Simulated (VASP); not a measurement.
# Ge (P6_3/mmc) in VASP: further runs, part 2 of 2

VASP 6.6.1. Earlier steps stand in the parts before.

### Step 3. Single point, PBE (biaxial strain in the a-b plane: +1.5 %, then relaxed in part)

INCAR reads:

```
SYSTEM = Ge
ALGO = Normal
EDIFF = 1E-7
ENCUT = 520
GGA = PE
ISIF = 2
ISMEAR = 0
LASPH = .True.
LCHARG = .True.
LELF = .True.
LREAL = .False.
LVHAR = .True.
LWAVE = .False.
NBANDS = 36
NELM = 60
PREC = Accurate
SIGMA = 0.1
```

KPOINTS reads:

```
k-points
0
Gamma
  12 12 8
  0 0 0
```

POSCAR reads:

```
Ge
1.0
    4.1190290588      0.0000000000      0.0000000000
   -2.0595145294      3.5671838038      0.0000000000
    0.0000000000      0.0000000000      6.6685263777
Ge
4
Direct
    0.6666666667      0.3333333333      0.0616428083
    0.3333333333      0.6666666667      0.5616428083
    0.6666666667      0.3333333333      0.4383571917
    0.3333333333      0.6666666667      0.9383571917
```

Potentials or basis: VASP PAW PBE potentials, release 64 (Ge_d).

The run is started by

```console
> cat potpaw_PBE.64/Ge_d/POTCAR > POTCAR
> mpirun -np 1 vasp_std > vasp.out
```

OUTCAR:

```text
SYSTEM = Ge
   EDIFF = 1E-7
   ENCUT = 520
   GGA = PE
   ISIF = 2
   ISMEAR = 0
   LASPH = .True.
   LREAL = .False.
   NELM = 60
   PREC = Accurate

 ion  position               nearest neighbor table
   1  0.667  0.333  0.062-   3 2.51   4 2.52   4 2.52   4 2.52
   2  0.333  0.667  0.562-   4 2.51   3 2.52   3 2.52   3 2.52
   3  0.667  0.333  0.438-   1 2.51   2 2.52   2 2.52   2 2.52
   4  0.333  0.667  0.938-   2 2.51   1 2.52   1 2.52   1 2.52

  LATTYP: Found a hexagonal cell.
 ALAT       =     4.1190290588
 C/A-ratio  =     1.6189558953

  Lattice vectors:

 A1 = (   4.1190290588,   0.0000000000,   0.0000000000)
 A2 = (  -2.0595145294,   3.5671838038,   0.0000000000)
 A3 = (   0.0000000000,   0.0000000000,   6.6685263777)

Analysis of symmetry for initial positions (statically):
=====================================================================
 Subroutine PRICEL returns:
 Original cell was already a primitive cell.

 Routine SETGRP: Setting up the symmetry group for a
 hexagonal supercell.

 Subroutine GETGRP returns: Found 24 space group operations
 (whereof 12 operations were pure point group operations)
 out of a pool of 24 trial point group operations.

The static configuration has the point symmetry D_3d.
 The point group associated with its full space group is D_6h.

Analysis of symmetry for dynamics (positions and initial velocities):
=====================================================================
 Subroutine PRICEL returns:
 Original cell was already a primitive cell.

 Routine SETGRP: Setting up the symmetry group for a
 hexagonal supercell.

 Subroutine GETGRP returns: Found 24 space group operations
 (whereof 12 operations were pure point group operations)
 out of a pool of 24 trial point group operations.
[... 121 lines left out ...]
   ISMEAR =     0;   SIGMA  =   0.10  broadening in eV -4-tet -1-fermi 0-gaus
   EFERMI_NEDOS =   21; number of points for ismear=-14 and -15
   IALGO  =     38    algorithm
   IMIX   =      4    mixing-type and parameters
     AMIX     =   0.40;   BMIX     =  1.00
     AMIX_MAG =   1.60;   BMIX_MAG =  1.00
  volume/ion in A,a.u.               =      24.50       165.31
  Fermi-wavevector in a.u.,A,eV,Ry     =   1.358587  2.567357 25.113069  1.845758
  Thomas-Fermi vector in A             =   2.485408
   LORBIT       =      0    0 simple, 1 ext, 2 COOP (PROOUT), +10 PAW based schemes
   GGA     = PE    functional components
   LHFCALC =     F    Hartree Fock is set to
   AEXX    =    0.0000 exact exchange contribution
   IVDW    =     0    specifies the selected vdW correction
   LEPSILON=     F    determine dielectric tensor
   LRPA    =     F    only Hartree local field effects (RPA)
 non-spin polarized calculation
 Gauss-broadening in eV      SIGMA  =   0.10
  energy-cutoff  :      520.00
  volume of cell :       97.98
 maximum number of plane-waves:      2665
 NGX is ok and might be reduce to    32
   NGX = 15   NGY = 15   NGZ = 25

 number of electron      56.0000003 magnetization

 Free energy of the ion-electron system (eV)
  ---------------------------------------------------
  ext. energy  EPLUGINS =         0.00000000
  ---------------------------------------------------
  free energy    TOTEN  =       -17.98311012 eV

  energy without entropy =      -17.98237747  energy(sigma->0) =      -17.98274380

 E-fermi :   4.2671     XC(G=0):  -9.5491

 val. band max:        4.2467164314   @ k =   0.0000   0.0000   0.0000
 cond. band min:       4.2740777430   @ k =   0.0000   0.0000   0.1250
 fundamental gap:      0.0273613116
 Fermi energy:         4.2671031272

 k-point     1 :       0.0000    0.0000    0.0000
  band No.  band energies     occupation
      1     -20.4904      2.00000
      2     -20.4904      2.00000
      3     -20.4702      2.00000
      4     -20.4586      2.00000
      5     -20.4586      2.00000
      6     -20.4509      2.00000
[... 925 lines left out ...]
     35      10.8316      0.00000
     36      11.6692      0.00000

 [... further k-points ...]

------------------------ aborting loop because EDIFF is reached ----------------------------------------

  FORCE on cell =-STRESS in cart. coord.  units (eV):
  Direction    XX          YY          ZZ          XY          YZ          ZX
  --------------------------------------------------------------------------------------
  -------------------------------------------------------------------------------------
  Total       -1.3350757     -1.3350757     -0.0226238      0.0000000      0.0000000      0.0000000
  in kB      -21.8306294    -21.8306294     -0.3699351      0.0000000      0.0000000      0.0000000
  external PRESSURE =     -14.6770646 kB  Pullay stress =       0.0000000 kB

 VOLUME and BASIS-vectors are now :
 -----------------------------------------------------------------------------
  energy-cutoff  :      520.00
  volume of cell :       97.98
      direct lattice vectors                 reciprocal lattice vectors
     4.119029059  0.000000000  0.000000000     0.242775660  0.140166593  0.000000000
    -2.059514529  3.567183804  0.000000000     0.000000000  0.280333186  0.000000000
     0.000000000  0.000000000  6.668526378     0.000000000  0.000000000  0.149958168

 POSITION                                       TOTAL-FORCE (eV/Angst)
 -----------------------------------------------------------------------------------
      2.05951      1.18906      0.41107        -0.000000      0.000000      0.001755
     -0.00000      2.37812      3.74533         0.000000     -0.000000      0.001755
      2.05951      1.18906      2.92320        -0.000000      0.000000     -0.001755
     -0.00000      2.37812      6.25746         0.000000      0.000000     -0.001755
 -----------------------------------------------------------------------------------
    total drift:                               -0.000000      0.000000     -0.000000

  FREE ENERGIE OF THE ION-ELECTRON SYSTEM (eV)
  ---------------------------------------------------
  free  energy   TOTEN  =       -17.9831101224 eV

  energy  without entropy=      -17.9823774681  energy(sigma->0) =      -17.98274380
```

OSZICAR:

```text
N       E                     dE             d eps       ncg     rms          rms(c)
DAV:   1     0.499126101352E+03    0.49913E+03   -0.28509E+04  7908   0.418E+03
DAV:   2     0.684809123085E+02   -0.43065E+03   -0.41963E+03  6840   0.813E+02
DAV:   3    -0.133948583975E+02   -0.81876E+02   -0.80716E+02  7440   0.206E+02
DAV:   4    -0.180166184545E+02   -0.46218E+01   -0.46026E+01  7904   0.566E+01
DAV:   5    -0.181157533681E+02   -0.99135E-01   -0.99098E-01  7704   0.928E+00    0.409E+00
DAV:   6    -0.180282227674E+02    0.87531E-01   -0.60214E-02  7712   0.208E+00    0.242E+00
DAV:   7    -0.179787922425E+02    0.49431E-01   -0.83195E-02  7356   0.213E+00    0.185E-01
DAV:   8    -0.179821074554E+02   -0.33152E-02   -0.11555E-02  7552   0.104E+00    0.855E-02
DAV:   9    -0.179830273547E+02   -0.91990E-03   -0.90104E-04  7660   0.127E-01    0.208E-02
DAV:  10    -0.179830987241E+02   -0.71369E-04   -0.10952E-04  8164   0.888E-02    0.775E-03
DAV:  11    -0.179831094457E+02   -0.10722E-04   -0.24919E-05  7760   0.267E-02    0.315E-03
DAV:  12    -0.179831101251E+02   -0.67931E-06   -0.16530E-06  7528   0.150E-02    0.573E-04
DAV:  13    -0.179831101224E+02    0.26412E-08   -0.77402E-08  5292   0.190E-03
   1 F= -.17983110E+02 E0= -.17982744E+02  d E =-.732654E-03
```

stdout:

```text
POSCAR found type information on POSCAR Ge
 POSCAR found :  1 types and       4 ions
 scaLAPACK will be used
 LDA part: xc-table for (Slater+PW92), standard interpolation
 POSCAR, INCAR and KPOINTS ok, starting setup
 FFT: planning ... GRIDC
 FFT: planning ... GRID_SOFT
 FFT: planning ... GRID
 WAVECAR not read
 entering main loop
```

Run time: 3.1 min. Hardware: 1 thread of Intel Xeon Platinum 8488C (Sapphire Rapids), shared host; peak memory 0.36 GiB.

What came out:

| Property | Result |
| --- | --- |
| Free energy | -17.9831 eV |
| Pressure | -1.5 GPa |
| Band gap on the k mesh | zero (band 28 reaches 4.27 eV, above the bottom of band 29 at 4.05 eV) |

Caveat: the cell differs from its parent crystal (biaxial strain in the a-b plane: +1.5 %, then relaxed in part).

### Step 4. Single point, PBE (biaxial strain in the a-b plane: +3.0 %)

INCAR reads:

```
SYSTEM = Ge
PREC     = Accurate       ! precision mode
ENCUT    = 520            ! plane-wave cutoff, eV
EDIFF    = 1E-6           ! SCF threshold, eV
ISMEAR   = 0              ! smearing method
SIGMA    = 0.1            ! smearing width, eV
LREAL    = .False.        ! projectors in reciprocal space
LASPH    = .True.         ! aspherical terms in the spheres
NELM     = 60             ! most SCF steps
ALGO     = Normal         ! electronic algorithm
ISIF     = 2              ! what is computed and relaxed
LWAVE    = .False.        ! write WAVECAR
LCHARG   = .False.        ! write CHGCAR
GGA      = PE             ! functional
NBANDS   = 36             ! bands
```

KPOINTS reads:

```
regular mesh
0
Gamma
  12 12 8
  0 0 0
```

POSCAR reads:

```
Ge
1.0
    4.1799014094      0.0000000000      0.0000000000
   -2.0899507047      3.6199008059      0.0000000000
    0.0000000000      0.0000000000      6.5720626837
Ge
4
Direct
    0.6666666667      0.3333333333      0.0616428083
    0.3333333333      0.6666666667      0.5616428083
    0.6666666667      0.3333333333      0.4383571917
    0.3333333333      0.6666666667      0.9383571917
```

The run is started by

```console
> cat potpaw_PBE.64/Ge_d/POTCAR > POTCAR
> mpirun -np 1 vasp_std > vasp.out
```

Run time: 2.9 min. Hardware: 1 thread of Intel Xeon Platinum 8488C (Sapphire Rapids), shared host; peak memory 0.37 GiB.

The run converged. Its results:

- Free energy: -17.9158 eV
- Pressure: -2.0 GPa
- Largest force: 0.241 eV/Å
- Band gap on the k mesh: zero (band 28 reaches 4.15 eV, above the bottom of band 29 at 3.88 eV)

Forces in eV/Å, atoms in the order of the input:
```
Ge   0.000  0.000 -0.241
Ge   0.000  0.000 -0.241
Ge   0.000  0.000  0.241
Ge   0.000  0.000  0.241
```

Stress tensor (GPa, compression positive):
```
-4.16  0.00  0.00
 0.00 -4.16  0.00
 0.00  0.00  2.26
```

Levels at points of the mesh, in eV from the Fermi level:
```
           k point  band 25  band 26  band 27  band 28  band 29  band 30  band 31  band 32
(0.00, 0.00, 0.00)    -1.53    -0.68    -0.67    -0.03     0.13     0.13     2.08     2.08
(0.50, 0.00, 0.00)    -4.14    -2.89    -2.50    -1.20     0.44     1.59     3.58     3.75
(0.00, 0.00, 0.50)    -0.89    -0.89    -0.89    -0.89     0.21     0.21     3.21     3.21
(0.50, 0.00, 0.50)    -2.22    -2.22    -2.14    -2.14     0.57     0.57     2.32     2.32
```

Caveat: the cell differs from its parent crystal (biaxial strain in the a-b plane: +3.0 %).

### Step 5. Single point, PBE (biaxial strain in the a-b plane: +3.0 %, then relaxed in part)

INCAR reads:

```
SYSTEM = Ge
PREC = Accurate
ENCUT = 520
EDIFF = 1E-6
ISMEAR = 0
SIGMA = 0.1
LREAL = .FALSE.
LASPH = .TRUE.
NELM = 100
ALGO = Normal
ISIF = 2
LWAVE = .FALSE.
LCHARG = .FALSE.
GGA = PE
NBANDS = 36
```

KPOINTS reads:

```
regular mesh
0
G
  12 12 8
  0 0 0
```

POSCAR reads:

```
Ge
1.0
    4.1799014094      0.0000000000      0.0000000000
   -2.0899507047      3.6199008059      0.0000000000
    0.0000000000      0.0000000000      6.6476775110
Ge
4
Direct
    0.6666666667      0.3333333333      0.0605901233
    0.3333333333      0.6666666667      0.5605901233
    0.6666666667      0.3333333333      0.4394098767
    0.3333333333      0.6666666667      0.9394098767
```

Potentials or basis: VASP PAW PBE potentials, release 64 (Ge_d).

The run is started by

```console
> cat potpaw_PBE.64/Ge_d/POTCAR > POTCAR
> mpirun -np 1 vasp_std > vasp.out
```

OUTCAR:

```text
SYSTEM = Ge
   PREC = Accurate
   ENCUT = 520
   EDIFF = 1E-6
   ISMEAR = 0
   LREAL = .FALSE.
   LASPH = .TRUE.
   NELM = 100
   ISIF = 2
   GGA = PE

 ion  position               nearest neighbor table
   1  0.667  0.333  0.061-   3 2.52   4 2.54   4 2.54   4 2.54
   2  0.333  0.667  0.561-   4 2.52   3 2.54   3 2.54   3 2.54
   3  0.667  0.333  0.439-   1 2.52   2 2.54   2 2.54   2 2.54
   4  0.333  0.667  0.939-   2 2.52   1 2.54   1 2.54   1 2.54

  LATTYP: Found a hexagonal cell.
 ALAT       =     4.1799014094
 C/A-ratio  =     1.5903909829
[... 1136 lines left out ...]
  Direction    XX          YY          ZZ          XY          YZ          ZX
  --------------------------------------------------------------------------------------
  -------------------------------------------------------------------------------------
  Total       -2.5649539     -2.5649539     -0.0592602      0.0000000      0.0000000      0.0000000
  in kB      -40.8561555    -40.8561555     -0.9439325      0.0000000      0.0000000      0.0000000
  external PRESSURE =     -27.5520812 kB  Pullay stress =       0.0000000 kB

 VOLUME and BASIS-vectors are now :
 -----------------------------------------------------------------------------
  energy-cutoff  :      520.00
  volume of cell :      100.58
      direct lattice vectors                 reciprocal lattice vectors
     4.179901409  0.000000000  0.000000000     0.239240093  0.138125332  0.000000000
    -2.089950705  3.619900806  0.000000000     0.000000000  0.276250664  0.000000000
     0.000000000  0.000000000  6.647677511     0.000000000  0.000000000  0.150428476

 POSITION                                       TOTAL-FORCE (eV/Angst)
 -----------------------------------------------------------------------------------
      2.08995      1.20663      0.40278        -0.000000      0.000000      0.001820
     -0.00000      2.41327      3.72662         0.000000      0.000000      0.001820
      2.08995      1.20663      2.92106        -0.000000     -0.000000     -0.001820
     -0.00000      2.41327      6.24489         0.000000      0.000000     -0.001820
 -----------------------------------------------------------------------------------
    total drift:                                0.000000     -0.000000      0.000000

  FREE ENERGIE OF THE ION-ELECTRON SYSTEM (eV)
  ---------------------------------------------------
  free  energy   TOTEN  =       -17.9269076425 eV

  energy  without entropy=      -17.9260899655  energy(sigma->0) =      -17.92649880
```

Run time: 3 min. Hardware: 1 thread of Intel Xeon Platinum 8488C (Sapphire Rapids), shared host; peak memory 0.37 GiB.

What came out:

* Free energy: -17.9269 eV
* Pressure: -2.8 GPa
* Band gap on the k mesh: zero (band 28 reaches 4.07 eV, above the bottom of band 29 at 3.77 eV)

Caveat: the cell differs from its parent crystal (biaxial strain in the a-b plane: +3.0 %, then relaxed in part).

### Step 6. The runs side by side

```csv
cell,gap on the mesh (eV),pressure (GPa),largest force (eV/Å)
"a = 4.119, b = 4.119, c = 6.632 Å, angles 90.0, 90.0, 120.0°, 4 atoms",none,-1.2,0.20
"a = 4.119, b = 4.119, c = 6.669 Å, angles 90.0, 90.0, 120.0°, 4 atoms",none,-1.5,-
"a = 4.180, b = 4.180, c = 6.572 Å, angles 90.0, 90.0, 120.0°, 4 atoms",none,-2.0,0.24
"a = 4.180, b = 4.180, c = 6.648 Å, angles 90.0, 90.0, 120.0°, 4 atoms",none,-2.8,-
```

Alike in all rows: task single point; level PBE; potentials or basis VASP PAW PBE potentials, release 64 (Ge_d); no spin polarisation; k mesh 12 × 12 × 8; cutoff (eV) 520; smearing gaussian 0.1 eV.

Total energies depend on the potentials used, so only differences within one code and one set of settings carry meaning.
